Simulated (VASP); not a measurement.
# Hg (R-3m) in VASP: single point with PBEsol

Aim: the single point of Hg with PBEsol.

Program: VASP 6.6.1. These are calculated values, not measurements. Logs are shortened: lines on timing, memory, paths and dates and some standing lists are left out, and cuts for length are marked.

### 1 The cell of the first run

The structure is trigonal, space group R-3m (No. 166). Conventional cell: a = 3.460 Å, b = 3.460 Å, c = 6.702 Å, α = 90.00°, β = 90.00°, γ = 120.00°. Within 3.9 Å of Hg (site symmetry -3m) lie 12 Hg at 3.00 to 3.46 Å.

### 2 Single point, PBEsol

INCAR reads:

```
PREC = Accurate ; ENCUT = 500
EDIFF = 1E-6 ; ISMEAR = 0
SIGMA = 0.1 ; LREAL = False
LASPH = True ; NELM = 120
ALGO = Normal ; ISIF = 2
LWAVE = False ; LCHARG = False
GGA = PS ; NBANDS = 12
GGA_COMPAT = False
```

KPOINTS reads:

```
Automatic mesh
0
Gamma
  6 6 6
```

POSCAR reads:

```
Hg
1.0
    1.7300004553      0.9988162286      2.2340000000
   -1.7300004553      0.9988162286      2.2340000000
    0.0000000000     -1.9976324571      2.2340000000
Hg
1
Direct
    0.0000000000      0.0000000000      0.0000000000
```

Potentials or basis: VASP PAW PBE potentials, release 64 (Hg).

Started as:

```sh
> cat potpaw_PBE.64/Hg/POTCAR > POTCAR
> mpirun -np 1 vasp_std > vasp.out
```

OUTCAR:

```text
PREC = Accurate
   ENCUT = 500
   EDIFF = 1E-6
   ISMEAR = 0
   LREAL = False
   LASPH = True
   NELM = 120
   ISIF = 2
   GGA = PS

 ion  position               nearest neighbor table
   1  0.000  0.000  0.000-

  LATTYP: Found a trigonal (rhomboedric) cell.
 ALAT       =     2.9968802835
 COS(alpha) =     0.3335253405

  Lattice vectors:

 A1 = (   1.7300004553,   0.9988162286,   2.2340000000)
 A2 = (  -1.7300004553,   0.9988162286,   2.2340000000)
 A3 = (   0.0000000000,  -1.9976324571,   2.2340000000)

Analysis of symmetry for initial positions (statically):
=====================================================================
 Subroutine PRICEL returns:
 Original cell was already a primitive cell.

 Routine SETGRP: Setting up the symmetry group for a
 trigonal (rhombohedral) supercell.

 Subroutine GETGRP returns: Found 12 space group operations
 (whereof 12 operations were pure point group operations)
 out of a pool of 12 trial point group operations.

The static configuration has the point symmetry D_3d.

Analysis of symmetry for dynamics (positions and initial velocities):
=====================================================================
 Subroutine PRICEL returns:
 Original cell was already a primitive cell.

 Routine SETGRP: Setting up the symmetry group for a
 trigonal (rhombohedral) supercell.

 Subroutine GETGRP returns: Found 12 space group operations
 (whereof 12 operations were pure point group operations)
 out of a pool of 12 trial point group operations.

The dynamic configuration has the point symmetry D_3d.

 Subroutine INISYM returns: Found 12 space group operations
 (whereof 12 operations are pure point group operations),
 and found     1 'primitive' translations

----------------------------------------------------------------------------------------

                                     Primitive cell

  volume of cell :      23.1615

  direct lattice vectors                    reciprocal lattice vectors
     1.730000455  0.998816229  2.234000000     0.289017265  0.166864196  0.149209191
    -1.730000455  0.998816229  2.234000000    -0.289017265  0.166864196  0.149209191
     0.000000000 -1.997632457  2.234000000     0.000000000 -0.333728391  0.149209191

  length of vectors
     2.996880284  2.996880284  2.996880284     0.365565346  0.365565346  0.365565346

  position of ions in fractional coordinates (direct lattice)
     0.000000000  0.000000000  0.000000000

[... 77 lines left out ...]
   EDIFFG = 0.1E-04   stopping-criterion for IOM
   NSW    =      0    number of steps for IOM
   IBRION =     -1    ionic relax: 0-MD 1-quasi-New 2-CG
   NFREE  =      0    steps in history (QN), initial steepest desc. (CG)
   ISIF   =      2    stress and relaxation
   ISYM   =      2    0-nonsym 1-usesym 2-fastsym
   POTIM  = 0.5000    time-step for ionic-motion
   TEBEG  =    0.0;   TEEND  =   0.0 temperature during run
   PSTRESS=    0.0 pullay stress
   NELECT =      12.0000    total number of electrons
   NUPDOWN=      -1.0000    fix difference up-down
   EMIN   =  10.00;   EMAX   =-10.00  energy-range for DOS
   EFERMI =   0.00;   METHOD = LEGACY
   ISMEAR =     0;   SIGMA  =   0.10  broadening in eV -4-tet -1-fermi 0-gaus
   EFERMI_NEDOS =   21; number of points for ismear=-14 and -15
   IALGO  =     38    algorithm
   IMIX   =      4    mixing-type and parameters
     AMIX     =   0.40;   BMIX     =  1.00
     AMIX_MAG =   1.60;   BMIX_MAG =  1.00
  volume/ion in A,a.u.               =      23.16       156.30
  Fermi-wavevector in a.u.,A,eV,Ry     =   1.314861  2.484727 23.522560  1.728859
  Thomas-Fermi vector in A             =   2.445084
   LORBIT       =      0    0 simple, 1 ext, 2 COOP (PROOUT), +10 PAW based schemes
   GGA     = PS    functional components
   LHFCALC =     F    Hartree Fock is set to
   AEXX    =    0.0000 exact exchange contribution
   IVDW    =     0    specifies the selected vdW correction
   LEPSILON=     F    determine dielectric tensor
   LRPA    =     F    only Hartree local field effects (RPA)
 non-spin polarized calculation
 Gauss-broadening in eV      SIGMA  =   0.10
  energy-cutoff  :      500.00
  volume of cell :       23.16
 maximum number of plane-waves:       603
 NGX is ok and might be reduce to    24
   NGX = 11   NGY = 11   NGZ = 11

 number of electron      12.0000003 magnetization

 Free energy of the ion-electron system (eV)
  ---------------------------------------------------
  ext. energy  EPLUGINS =         0.00000000
  ---------------------------------------------------
  free energy    TOTEN  =        -0.57304945 eV

  energy without entropy =       -0.56959980  energy(sigma->0) =       -0.57132462

 E-fermi :   2.5825     XC(G=0): -11.1354

 val. band max:        2.5279741461   @ k =   0.5000   0.5000  -0.0000
 cond. band min:       2.6173249347   @ k =  -0.3333   0.5000   0.1667
 fundamental gap:      0.0893507886
 Fermi energy:         2.5825017171

 k-point     1 :       0.0000    0.0000    0.0000
  band No.  band energies     occupation
      1      -6.6304      2.00000
      2      -5.0110      2.00000
      3      -5.0110      2.00000
      4      -3.6872      2.00000
      5      -3.5143      2.00000
      6      -3.5143      2.00000
      7      14.9371      0.00000
      8      15.4093      0.00000
      9      15.4093      0.00000
     10      19.8592      0.00000
     11      21.1690      0.00000
     12      21.1690      0.00000
[... 331 lines left out ...]
 k-point    24 :      -0.3333    0.5000    0.1667
  band No.  band energies     occupation
      1      -5.0374      2.00000
      2      -4.9846      2.00000
      3      -3.9133      2.00000
      4      -3.6056      2.00000
      5      -3.0207      2.00000
      6       2.6173      0.62238
      7       4.5147      0.00000
      8       6.9897      0.00000
      9       9.7524      0.00000
     10      15.8251      0.00000
     11      21.6005      0.00000
     12      22.3662      0.00000

 [... further k-points ...]
[... 5 lines left out ...]
  --------------------------------------------------------------------------------------
  -------------------------------------------------------------------------------------
  Total        0.0265531      0.0265531      0.1407231      0.0000000      0.0000000      0.0000000
  in kB        1.8367920      1.8367920      9.7344103      0.0000000      0.0000000      0.0000000
  external PRESSURE =       4.4693314 kB  Pullay stress =       0.0000000 kB

 VOLUME and BASIS-vectors are now :
 -----------------------------------------------------------------------------
  energy-cutoff  :      500.00
  volume of cell :       23.16
      direct lattice vectors                 reciprocal lattice vectors
     1.730000455  0.998816229  2.234000000     0.289017265  0.166864196  0.149209191
    -1.730000455  0.998816229  2.234000000    -0.289017265  0.166864196  0.149209191
     0.000000000 -1.997632457  2.234000000     0.000000000 -0.333728391  0.149209191

 POSITION                                       TOTAL-FORCE (eV/Angst)
 -----------------------------------------------------------------------------------
      0.00000      0.00000      0.00000         0.000000      0.000000      0.000000
 -----------------------------------------------------------------------------------
    total drift:                                0.000000     -0.000000      0.000000

  FREE ENERGIE OF THE ION-ELECTRON SYSTEM (eV)
  ---------------------------------------------------
  free  energy   TOTEN  =        -0.5730494530 eV

  energy  without entropy=       -0.5695997964  energy(sigma->0) =       -0.57132462
```

stdout:

```text
POSCAR found type information on POSCAR Hg
 POSCAR found :  1 types and       1 ions
 scaLAPACK will be used
 -----------------------------------------------------------------------------
|                                                                             |
|                                                                             |
|     You enforced a specific xc type in the INCAR file but a different       |
|     I HOPE YOU KNOW WHAT YOU ARE DOING!                                     |
|                                                                             |
 -----------------------------------------------------------------------------

 LDA part: xc-table for (Slater+PW92), standard interpolation
 POSCAR, INCAR and KPOINTS ok, starting setup
 FFT: planning ... GRIDC
 FFT: planning ... GRID_SOFT
 FFT: planning ... GRID
 WAVECAR not read
 entering main loop
```

It took 2.9 s on 1 thread of Intel Xeon 6975P-C (Granite Rapids), shared host; peak memory 0.14 GiB.

What came out:

```yaml
Free_energy: -0.5730 eV
Pressure: 0.4 GPa
Band_gap_on_the_k_mesh: zero (bands 6 and 7 overlap by 3.31 eV)
```

Caveat: the k points lie up to 0.38 Å⁻¹ apart, too coarse for converged energies and pressures of a metal; the PAW data sets were made with another functional, which shifts forces and pressure a little; spin-orbit coupling is left out, which moves the levels of the heavy elements.

The gap in the log of VASP goes by the Fermi energy; the results here count the filled bands.